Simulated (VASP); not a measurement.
# AlN in VASP: notebook, part 2 of 2

VASP 6.6.1.

**4. Single point, PBEsol**

This run uses another cell than the first one, of 10.21 Å³/atom, 0.980 times its volume.

File INCAR:

```
PREC     = Accurate       # precision mode
ENCUT    = 520            # plane-wave cutoff, eV
EDIFF    = 1E-6           # SCF threshold, eV
ISMEAR   = -1             # smearing method
SIGMA    = 0.05           # smearing width, eV
LREAL    = False          # projectors in reciprocal space
LASPH    = True           # aspherical terms in the spheres
NELM     = 80             # most SCF steps
ALGO     = Normal         # electronic algorithm
ISIF     = 2              # what is computed and relaxed
LWAVE    = False          # write WAVECAR
LCHARG   = False          # write CHGCAR
GGA      = PS             # functional
NBANDS   = 11             # bands
```

File KPOINTS:

```
regular mesh
0
Gamma
  9 9 9
```

File POSCAR:

```
AlN
1.0
    0.0000000000      2.1621536240      2.1839935596
    2.1621536240      0.0000000000      2.1839935596
    2.1621536240      2.1621536240      0.0000000000
Al N
1 1
Direct
    0.0000000000      0.0000000000      0.0000000000
    0.2500000000      0.2500000000      0.2500000000
```

Potentials or basis: VASP PAW PBE potentials, release 64 (Al, N).

Launch:

```
$ cat potpaw_PBE.64/Al/POTCAR potpaw_PBE.64/N/POTCAR > POTCAR
$ mpirun -np 1 vasp_std > vasp.out
```

OUTCAR:

```text
PREC = Accurate
   ENCUT = 520
   EDIFF = 1E-6
   ISMEAR = -1
   LREAL = False
   LASPH = True
   NELM = 80
   ISIF = 2
   GGA = PS

 ion  position               nearest neighbor table
   1  0.000  0.000  0.000-   2 1.88   2 1.88   2 1.88   2 1.88
   2  0.250  0.250  0.250-   1 1.88   1 1.88   1 1.88   1 1.88

  LATTYP: Found a body centered tetragonal cell.
 ALAT       =     3.0577469790
 C/A-ratio  =     1.4284985479

  Lattice vectors:

 A1 = (  -2.1621536240,   0.0000000000,   2.1839935596)
 A2 = (   2.1621536240,   0.0000000000,   2.1839935596)
 A3 = (   0.0000000000,   2.1621536240,  -2.1839935596)

Analysis of symmetry for initial positions (statically):
=====================================================================
 Subroutine PRICEL returns:
 Original cell was already a primitive cell.

 Routine SETGRP: Setting up the symmetry group for a
 body centered tetragonal supercell.

 Subroutine GETGRP returns: Found  8 space group operations
 (whereof  8 operations were pure point group operations)
 out of a pool of 16 trial point group operations.

The static configuration has the point symmetry D_2d.

Analysis of symmetry for dynamics (positions and initial velocities):
=====================================================================
 Subroutine PRICEL returns:
 Original cell was already a primitive cell.

 Routine SETGRP: Setting up the symmetry group for a
 body centered tetragonal supercell.

 Subroutine GETGRP returns: Found  8 space group operations
 (whereof  8 operations were pure point group operations)
 out of a pool of 16 trial point group operations.

The dynamic configuration has the point symmetry D_2d.

 Subroutine INISYM returns: Found  8 space group operations
 (whereof  8 operations are pure point group operations),
 and found     1 'primitive' translations

[... 119 lines left out ...]
   GGA     = PS    functional components
   LHFCALC =     F    Hartree Fock is set to
   AEXX    =    0.0000 exact exchange contribution
   IVDW    =     0    specifies the selected vdW correction
   LEPSILON=     F    determine dielectric tensor
   LRPA    =     F    only Hartree local field effects (RPA)
 non-spin polarized calculation
  energy-cutoff  :      520.00
  volume of cell :       20.42
 maximum number of plane-waves:       568
   NGX = 11   NGY = 11   NGZ = 11

 number of electron       7.9999999 magnetization

 Free energy of the ion-electron system (eV)
  ---------------------------------------------------
  ext. energy  EPLUGINS =         0.00000000
  ---------------------------------------------------
  free energy    TOTEN  =       -15.60093686 eV

  energy without entropy =      -15.60093686  energy(sigma->0) =      -15.60093686

 E-fermi :   7.1969     XC(G=0): -11.2175

 val. band max:        6.0843307222   @ k =   0.0000   0.0000   0.0000
 cond. band min:       9.4425299667   @ k =   0.4444   0.0000   0.4444
 fundamental gap:      3.3581992445
 Fermi energy:         7.1968902792

 k-point     1 :       0.0000    0.0000    0.0000
  band No.  band energies     occupation
      1      -9.0067      2.00000
      2       6.0414      2.00000
      3       6.0843      2.00000
      4       6.0843      2.00000
      5      10.3804      0.00000
      6      18.7339      0.00000
      7      18.7339      0.00000
      8      18.7434      0.00000
      9      23.6439      0.00000
     10      23.9842      0.00000
     11      24.9575      0.00000
[... 309 lines left out ...]
 k-point    24 :       0.4444    0.4444    0.0000
  band No.  band energies     occupation
      1      -6.3488      2.00000
      2       1.1341      2.00000
      3       4.3602      2.00000
      4       4.3602      2.00000
      5       9.4813      0.00000
      6      14.8599      0.00000
      7      19.8684      0.00000
      8      21.8797      0.00000
      9      21.8797      0.00000
     10      29.5763      0.00000
     11      30.1014      0.00000

 [... further k-points ...]

------------------------ aborting loop because EDIFF is reached ----------------------------------------

  FORCE on cell =-STRESS in cart. coord.  units (eV):
  Direction    XX          YY          ZZ          XY          YZ          ZX
  --------------------------------------------------------------------------------------
  -------------------------------------------------------------------------------------
  Total        0.7755122      0.7755122      0.6085165      0.0000000      0.0000000     -0.0000000
  in kB       60.8477867     60.8477867     47.7450684      0.0000000      0.0000000     -0.0000000
  external PRESSURE =      56.4802140 kB  Pullay stress =       0.0000000 kB

 VOLUME and BASIS-vectors are now :
 -----------------------------------------------------------------------------
  energy-cutoff  :      520.00
  volume of cell :       20.42
      direct lattice vectors                 reciprocal lattice vectors
     0.000000000  2.162153624  2.183993560    -0.231250913  0.231250913  0.228938404
     2.162153624  0.000000000  2.183993560     0.231250913 -0.231250913  0.228938404
     2.162153624  2.162153624  0.000000000     0.231250913  0.231250913 -0.228938404

 POSITION                                       TOTAL-FORCE (eV/Angst)
 -----------------------------------------------------------------------------------
      0.00000      0.00000      0.00000         0.000000      0.000000      0.000000
      1.08108      1.08108      1.09200        -0.000000     -0.000000     -0.000000
 -----------------------------------------------------------------------------------
    total drift:                                0.000000      0.000000      0.000000

  FREE ENERGIE OF THE ION-ELECTRON SYSTEM (eV)
  ---------------------------------------------------
  free  energy   TOTEN  =       -15.6009368610 eV

  energy  without entropy=      -15.6009368610  energy(sigma->0) =      -15.60093686
```

OSZICAR:

```text
N       E                     dE             d eps       ncg     rms          rms(c)
DAV:   1     0.942533767124E+01    0.94253E+01   -0.38607E+03  1698   0.606E+02
DAV:   2    -0.170204151823E+02   -0.26446E+02   -0.25378E+02  1962   0.137E+02
DAV:   3    -0.178689983495E+02   -0.84858E+00   -0.84730E+00  2028   0.230E+01
DAV:   4    -0.178734562838E+02   -0.44579E-02   -0.44577E-02  1905   0.184E+00
DAV:   5    -0.178735080416E+02   -0.51758E-04   -0.51757E-04  2004   0.190E-01    0.840E+00
DAV:   6    -0.156440192087E+02    0.22295E+01   -0.10777E+01  1930   0.164E+01    0.288E+00
DAV:   7    -0.156192143660E+02    0.24805E-01   -0.16370E-01  1869   0.308E+00    0.205E+00
DAV:   8    -0.156021229614E+02    0.17091E-01   -0.26758E-02  1875   0.152E+00    0.555E-01
DAV:   9    -0.156009229098E+02    0.12001E-02   -0.34380E-03  2004   0.360E-01    0.232E-01
DAV:  10    -0.156009342956E+02   -0.11386E-04   -0.25623E-04  1856   0.107E-01    0.123E-02
DAV:  11    -0.156009368990E+02   -0.26033E-05   -0.21844E-06  1995   0.126E-02    0.147E-02
DAV:  12    -0.156009368610E+02    0.37987E-07   -0.20266E-07  1110   0.375E-03
   1 F= -.15600937E+02 E0= -.15600937E+02  d E =-.931242E-11
```

stdout:

```text
POSCAR found type information on POSCAR AlN
 POSCAR found :  2 types and       2 ions
 scaLAPACK will be used
 -----------------------------------------------------------------------------
|                                                                             |
|                                                                             |
|     You enforced a specific xc type in the INCAR file but a different       |
|     I HOPE YOU KNOW WHAT YOU ARE DOING!                                     |
|                                                                             |
 -----------------------------------------------------------------------------

 LDA part: xc-table for (Slater+PW92), standard interpolation
 POSCAR, INCAR and KPOINTS ok, starting setup
 FFT: planning ... GRIDC
 FFT: planning ... GRID_SOFT
 FFT: planning ... GRID
 WAVECAR not read
 entering main loop
```

Wall time 7.5 s (1 thread of AMD EPYC 9R45 (Zen 5), shared host); peak memory 0.11 GiB.

Results:

```yaml
Free_energy: -15.6009 eV
Pressure: 5.6 GPa
Band_gap_on_the_k_mesh: 3.36 eV, indirect (least direct gap 4.30 eV)
```

Caveat: the PAW data sets were made with another functional, which shifts forces and pressure a little.

**5. Summary**

| cell | gap on the mesh (eV) | pressure (GPa) |
| --- | --- | --- |
| a = 3.089 Å, angles 60.0°, 2 atoms | 3.37 | 1.3 |
| a = 3.058, b = 3.058, c = 3.027 Å, angles 60.3, 60.3, 59.3°, 2 atoms | 3.34 | 10.3 |
| a = 3.073, b = 3.073, c = 3.058 Å, angles 60.2, 60.2, 59.7°, 2 atoms | 3.36 | 5.6 |

Alike in all rows: task single point; level PBEsol; potentials or basis VASP PAW PBE potentials, release 64 (Al, N); no spin polarisation; k mesh 9 × 9 × 9; cutoff (eV) 520; smearing fermi-dirac 0.05 eV.

Caveats: the PAW data sets were made with another functional, which shifts forces and pressure a little.

Absolute energies hang on the potentials; compare differences alone.
